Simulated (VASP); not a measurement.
# BN (F-43m) in VASP: further runs, part 2 of 2

VASP 6.6.1. Earlier steps stand in the parts before.

### 6 Single point, PBE (volume changed by +6%)

INCAR reads:

```
PREC     = Accurate       # precision mode
ENCUT    = 520            # plane-wave cutoff, eV
EDIFF    = 1E-7           # SCF threshold, eV
ISMEAR   = 0              # smearing method
SIGMA    = 0.01           # smearing width, eV
LREAL    = F              # projectors in reciprocal space
LASPH    = T              # aspherical terms in the spheres
NELM     = 80             # most SCF steps
ALGO     = Normal         # electronic algorithm
ISIF     = 2              # what is computed and relaxed
LWAVE    = F              # write WAVECAR
LCHARG   = F              # write CHGCAR
GGA      = PE             # functional
NBANDS   = 11             # bands
```

KPOINTS reads:

```
Automatic mesh
0
Gamma
  10 10 10
```

POSCAR reads:

```
BN
1.0
    0.0000000000      1.8478075466      1.8478075466
    1.8478075466      0.0000000000      1.8478075466
    1.8478075466      1.8478075466      0.0000000000
B N
1 1
Direct
    0.0000000000      0.0000000000      0.0000000000
    0.2500000000      0.2500000000      0.2500000000
```

Potentials or basis: VASP PAW PBE potentials, release 64 (B, N).

Command:

```console
cat potpaw_PBE.64/B/POTCAR potpaw_PBE.64/N/POTCAR > POTCAR
mpirun -np 1 vasp_std > vasp.out
```

OUTCAR:

```text
PREC = Accurate
   ENCUT = 520
   EDIFF = 1E-7
   ISMEAR = 0
   LREAL = F
   LASPH = T
   NELM = 80
   ISIF = 2
   GGA = PE

 ion  position               nearest neighbor table
   1  0.000  0.000  0.000-   2 1.60   2 1.60   2 1.60   2 1.60
   2  0.250  0.250  0.250-   1 1.60   1 1.60   1 1.60   1 1.60

  LATTYP: Found a face centered cubic cell.
 ALAT       =     3.6956150932

  Lattice vectors:

 A1 = (   0.0000000000,   1.8478075466,   1.8478075466)
 A2 = (   1.8478075466,   0.0000000000,   1.8478075466)
 A3 = (   1.8478075466,   1.8478075466,   0.0000000000)

Analysis of symmetry for initial positions (statically):
=====================================================================
 Subroutine PRICEL returns:
 Original cell was already a primitive cell.

 Routine SETGRP: Setting up the symmetry group for a
 face centered cubic supercell.

 Subroutine GETGRP returns: Found 24 space group operations
 (whereof 24 operations were pure point group operations)
 out of a pool of 48 trial point group operations.

The static configuration has the point symmetry T_d .

Analysis of symmetry for dynamics (positions and initial velocities):
=====================================================================
 Subroutine PRICEL returns:
 Original cell was already a primitive cell.

 Routine SETGRP: Setting up the symmetry group for a
 face centered cubic supercell.

 Subroutine GETGRP returns: Found 24 space group operations
 (whereof 24 operations were pure point group operations)
 out of a pool of 48 trial point group operations.

The dynamic configuration has the point symmetry T_d .

 Subroutine INISYM returns: Found 24 space group operations
 (whereof 24 operations are pure point group operations),
 and found     1 'primitive' translations

----------------------------------------------------------------------------------------

                                     Primitive cell

  volume of cell :      12.6183

  direct lattice vectors                    reciprocal lattice vectors
     0.000000000  1.847807547  1.847807547    -0.270590950  0.270590950  0.270590950
     1.847807547  0.000000000  1.847807547     0.270590950 -0.270590950  0.270590950
     1.847807547  1.847807547  0.000000000     0.270590950  0.270590950 -0.270590950

  length of vectors
     2.613194493  2.613194493  2.613194493     0.468677274  0.468677274  0.468677274

  position of ions in fractional coordinates (direct lattice)
     0.000000000  0.000000000  0.000000000
     0.250000000  0.250000000  0.250000000

  ion indices of the primitive-cell ions
   primitive index   ion index
                 1           1
                 2           2

----------------------------------------------------------------------------------------

 KPOINTS: Automatic mesh

Automatic generation of k-mesh.
 Grid dimensions read from file:
 generate k-points for:   10   10   10

 Generating k-lattice:

  Cartesian coordinates                     Fractional coordinates (reciprocal lattice)
    -0.027059095  0.027059095  0.027059095     0.100000000  0.000000000  0.000000000
     0.027059095 -0.027059095  0.027059095     0.000000000  0.100000000  0.000000000
     0.027059095  0.027059095 -0.027059095     0.000000000  0.000000000  0.100000000

  Length of vectors
     0.046867727  0.046867727  0.046867727

  Shift w.r.t. Gamma in fractional coordinates (k-lattice)
     0.000000000  0.000000000  0.000000000

 Subroutine IBZKPT returns following result:
 ===========================================

 Found     47 irreducible k-points:

 Following reciprocal coordinates:
            Coordinates               Weight
  0.000000  0.000000  0.000000      1.000000
  0.100000  0.000000  0.000000      8.000000
  0.200000  0.000000  0.000000      8.000000
  0.300000  0.000000  0.000000      8.000000
  0.400000  0.000000  0.000000      8.000000
  0.500000  0.000000  0.000000      4.000000
[... 16 lines left out ...]
  0.300000  0.300000  0.000000      6.000000
  0.400000  0.300000  0.000000     24.000000
 [... further k-points ...]
   k-points           NKPTS =     47   k-points in BZ     NKDIM =     47   number of bands    NBANDS=     11
   number of dos      NEDOS =    301   number of ions     NIONS =      2
   total plane-waves  NPLWV =   8000
   dimension x,y,z NGX =    20 NGY =   20 NGZ =   20
   dimension x,y,z NGXF=    40 NGYF=   40 NGZF=   40
   ions per type =               1   1
   NGX,Y,Z   is equivalent  to a cutoff of  12.72, 12.72, 12.72 a.u.
   NGXF,Y,Z  is equivalent  to a cutoff of  25.45, 25.45, 25.45 a.u.
 SYSTEM =  unknown system
   PREC   = accura    normal or accurate (medium, high low for compatibility)
   ISTART =      0    job   : 0-new  1-cont  2-samecut
   ICHARG =      2    charge: 1-file 2-atom 10-const
   ISPIN  =      1    spin polarized calculation?
   LNONCOLLINEAR =      F non collinear calculations
   LSORBIT =      F    spin-orbit coupling
   LASPH  =      T    aspherical Exc in radial PAW
   ENCUT  =  520.0 eV  38.22 Ry    6.18 a.u.   4.86  4.86  4.86*2*pi/ulx,y,z
   NELM   =     80;   NELMIN=  2; NELMDL= -5     # of ELM steps
   EDIFF  = 0.1E-06   stopping-criterion for ELM
   LREAL  =      F    real-space projection
   EDIFFG = 0.1E-05   stopping-criterion for IOM
   NSW    =      0    number of steps for IOM
   IBRION =     -1    ionic relax: 0-MD 1-quasi-New 2-CG
   NFREE  =      0    steps in history (QN), initial steepest desc. (CG)
   ISIF   =      2    stress and relaxation
   ISYM   =      2    0-nonsym 1-usesym 2-fastsym
   POTIM  = 0.5000    time-step for ionic-motion
   TEBEG  =    0.0;   TEEND  =   0.0 temperature during run
   PSTRESS=    0.0 pullay stress
   NELECT =       8.0000    total number of electrons
   NUPDOWN=      -1.0000    fix difference up-down
   EMIN   =  10.00;   EMAX   =-10.00  energy-range for DOS
   EFERMI =   0.00;   METHOD = LEGACY
   ISMEAR =     0;   SIGMA  =   0.01  broadening in eV -4-tet -1-fermi 0-gaus
   EFERMI_NEDOS =   21; number of points for ismear=-14 and -15
   IALGO  =     38    algorithm
   IMIX   =      4    mixing-type and parameters
     AMIX     =   0.40;   BMIX     =  1.00
     AMIX_MAG =   1.60;   BMIX_MAG =  1.00
  volume/ion in A,a.u.               =       6.31        42.58
  Fermi-wavevector in a.u.,A,eV,Ry     =   1.406387  2.657686 26.911285  1.977924
  Thomas-Fermi vector in A             =   2.528752
   LORBIT       =      0    0 simple, 1 ext, 2 COOP (PROOUT), +10 PAW based schemes
   GGA     = PE    functional components
   LHFCALC =     F    Hartree Fock is set to
   AEXX    =    0.0000 exact exchange contribution
   IVDW    =     0    specifies the selected vdW correction
   LEPSILON=     F    determine dielectric tensor
   LRPA    =     F    only Hartree local field effects (RPA)
 non-spin polarized calculation
 Gauss-broadening in eV      SIGMA  =   0.01
  energy-cutoff  :      520.00
  volume of cell :       12.62
 maximum number of plane-waves:       348
   NGX =  9   NGY =  9   NGZ =  9

 number of electron       8.0000002 magnetization

 Free energy of the ion-electron system (eV)
  ---------------------------------------------------
  ext. energy  EPLUGINS =         0.00000000
  ---------------------------------------------------
  free energy    TOTEN  =       -17.40768394 eV

  energy without entropy =      -17.40768394  energy(sigma->0) =      -17.40768394

 E-fermi :   6.7939     XC(G=0): -12.4982

 val. band max:        6.6097491569   @ k =   0.0000   0.0000   0.0000
 cond. band min:      10.9958540179   @ k =   0.5000   0.5000   0.0000
 fundamental gap:      4.3861048611
 Fermi energy:         6.7939224840

 k-point     1 :       0.0000    0.0000    0.0000
  band No.  band energies     occupation
      1     -12.8882      2.00000
      2       6.6097      2.00000
      3       6.6097      2.00000
      4       6.6097      2.00000
      5      15.1152      0.00000
      6      15.1152      0.00000
      7      15.1152      0.00000
      8      15.9038      0.00000
      9      30.1418      0.00000
     10      33.5850      0.00000
     11      33.5850      0.00000
[... 309 lines left out ...]
 k-point    24 :       0.4000    0.3000    0.0000
  band No.  band energies     occupation
      1      -9.3475      2.00000
      2       0.0850      2.00000
      3       2.3797      2.00000
      4       2.8050      2.00000
      5      12.5208      0.00000
      6      16.7991      0.00000
      7      21.2492      0.00000
      8      21.3946      0.00000
      9      25.3490      0.00000
     10      32.3519      0.00000
     11      37.3314      0.00000

 [... further k-points ...]

------------------------ aborting loop because EDIFF is reached ----------------------------------------

  FORCE on cell =-STRESS in cart. coord.  units (eV):
  Direction    XX          YY          ZZ          XY          YZ          ZX
  --------------------------------------------------------------------------------------
  -------------------------------------------------------------------------------------
  Total       -1.5217636     -1.5217636     -1.5217636      0.0000000      0.0000000      0.0000000
  in kB     -193.2224485   -193.2224485   -193.2224485      0.0000000      0.0000000      0.0000000
  external PRESSURE =    -193.2224485 kB  Pullay stress =       0.0000000 kB

 VOLUME and BASIS-vectors are now :
 -----------------------------------------------------------------------------
  energy-cutoff  :      520.00
  volume of cell :       12.62
      direct lattice vectors                 reciprocal lattice vectors
     0.000000000  1.847807547  1.847807547    -0.270590950  0.270590950  0.270590950
     1.847807547  0.000000000  1.847807547     0.270590950 -0.270590950  0.270590950
     1.847807547  1.847807547  0.000000000     0.270590950  0.270590950 -0.270590950

 POSITION                                       TOTAL-FORCE (eV/Angst)
 -----------------------------------------------------------------------------------
      0.00000      0.00000      0.00000         0.000000      0.000000      0.000000
      0.92390      0.92390      0.92390        -0.000000     -0.000000     -0.000000
 -----------------------------------------------------------------------------------
    total drift:                               -0.000000     -0.000000      0.000000

  FREE ENERGIE OF THE ION-ELECTRON SYSTEM (eV)
  ---------------------------------------------------
  free  energy   TOTEN  =       -17.4076839447 eV

  energy  without entropy=      -17.4076839447  energy(sigma->0) =      -17.40768394
```

Run time: 7.6 s. Hardware: 1 thread of Intel Xeon Platinum 8488C (Sapphire Rapids), shared host; peak memory 0.12 GiB.

What came out:

```yaml
Free_energy: -17.4077 eV
Pressure: -19.3 GPa
Band_gap_on_the_k_mesh: 4.39 eV, indirect (least direct gap 8.51 eV)
```

 A k mesh can miss the band edges.

### 7 Summary

| cell | gap on the mesh (eV) | pressure (GPa) |
| --- | --- | --- |
| a = 2.563 Å, angles 60.0°, 2 atoms | 4.45 | 0.3 |
| a = 2.511 Å, angles 60.0°, 2 atoms | 4.51 | 26.3 |
| a = 2.537 Å, angles 60.0°, 2 atoms | 4.48 | 12.4 |
| a = 2.588 Å, angles 60.0°, 2 atoms | 4.42 | -10.2 |
| a = 2.613 Å, angles 60.0°, 2 atoms | 4.39 | -19.3 |

Alike in all rows: task single point; level PBE; potentials or basis VASP PAW PBE potentials, release 64 (B, N); no spin polarisation; k mesh 10 × 10 × 10; cutoff (eV) 520; smearing gaussian 0.01 eV.

Absolute energies hang on the potentials; compare differences alone.
